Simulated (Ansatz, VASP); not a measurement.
MgO in VASP and in Ansatz

Contents of INCAR:

```
  ALGO = Normal
  EDIFF = 1E-6
  ENCUT = 600
  GGA = CA
  GGA_COMPAT = False
  ISIF = 2
  ISMEAR = -1
  LASPH = True
  LCHARG = False
  LREAL = False
  LWAVE = False
  NBANDS = 11
  NELM = 120
  PREC = Accurate
  SIGMA = 0.05
```

KPOINTS

```
k-points
0
Gamma
  16 16 16
```

The input POSCAR:

```
MgO
1.0
    0.0000000000      2.0247065573      2.0247065573
    2.0247065573      0.0000000000      2.0247065573
    2.0247065573      2.0247065573      0.0000000000
Mg O
1 1
Direct
    0.0000000000      0.0000000000      0.0000000000
    0.2500000000      0.2500000000      0.2500000000
```

Input for Ansatz:

```yaml
crystal:
  lattice:
    - [0.0, 2.0247065573, 2.0247065573]
    - [2.0247065573, 0.0, 2.0247065573]
    - [2.0247065573, 2.0247065573, 0.0]
  atoms:
    - { symbol: Mg, position: [0.0, 0.0, 0.0] }
    - { symbol: O, position: [0.25, 0.25, 0.25] }
kpoints:
  mp_grid: { grid: [16, 16, 16] }
scf:
  occupations: { method: fermi_dirac, width: 0.05 }
hamiltonian:
  xc: lda
  pseudopotentials: { kind: all_electron, lapw: { basis_error: 0.001 } }
output:
  forces: true
  stress: true
  eigenvalues: true
  populations: true
```

Change from the starting cell: volume scaled by 0.72, LAPW.

Alike in both runs: task single point; functional LDA; k mesh 16 × 16 × 16; occupations fermi-dirac, width 0.05 eV; no spin polarisation.

|  | VASP | Ansatz |
| --- | --- | --- |
| version | VASP 6.6.1 | Ansatz 0.2.0 |
| potentials or method | VASP PAW LDA potentials, release 64 (Mg, O), cutoff 600 eV | all-electron LAPW, scalar-relativistic |

|  | VASP | Ansatz | Ansatz less VASP |
| --- | --- | --- | --- |
| gap on the k mesh at the Fermi level (eV) | 5.97 | 5.97 | -0.006 |
| pressure (GPa) | 84.9 | 83.3 | -1.57 |

LDA's correlation is that of Perdew and Zunger in VASP and of Perdew and Wang (1992) in Ansatz. Both programs put the cell under a high pressure, so it lies far from rest at this level. Ansatz ran all-electron here, and VASP with PAW potentials.

Noted on VASP's run: the cell as given lies far from equilibrium.
